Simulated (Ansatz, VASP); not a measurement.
**Hf: VASP beside Ansatz**

```
CELL_PARAMETERS angstrom
3.15905 0.00000 0.00000
-1.57952 2.73581 0.00000
0.00000 0.00000 4.99937
ATOMIC_POSITIONS crystal
Hf 0.00000 0.00000 0.00000
Hf 0.33333 0.66667 0.50000
```

Alike in both runs: task single point; functional PBEsol; k mesh 20 × 20 × 11; non-collinear spin, spin-orbit coupling.

|  | VASP | Ansatz |
| --- | --- | --- |
| version | VASP 6.6.1 | Ansatz 0.2.0 |
| potentials or method | VASP PAW PBE potentials, release 64 (Hf_pv) | plane-wave PAW |
| plane-wave cutoff (eV) | 520 | 420 |
| occupations | methfessel-paxton of order 1, width 0.1 eV | cold, width 0.1 eV |
| valence electrons in the cell | 20 | 52 |

|  | VASP | Ansatz | Ansatz less VASP |
| --- | --- | --- | --- |
| pressure (GPa) | -0.8 | -0.4 | +0.44 |
| traceless stress, the component that is largest in VASP (GPa) | 0.00 | 0.09 | +0.094 |
| net moment per atom (μB) | 0.00 | 0.00 | 0.000 |

VASP's potentials were made for PBE, not for PBEsol, and Ansatz warns of the same on its side. VASP's potentials hold 20 valence electrons a cell and Ansatz's 52, so a difference there can come from the potentials and not from the codes.
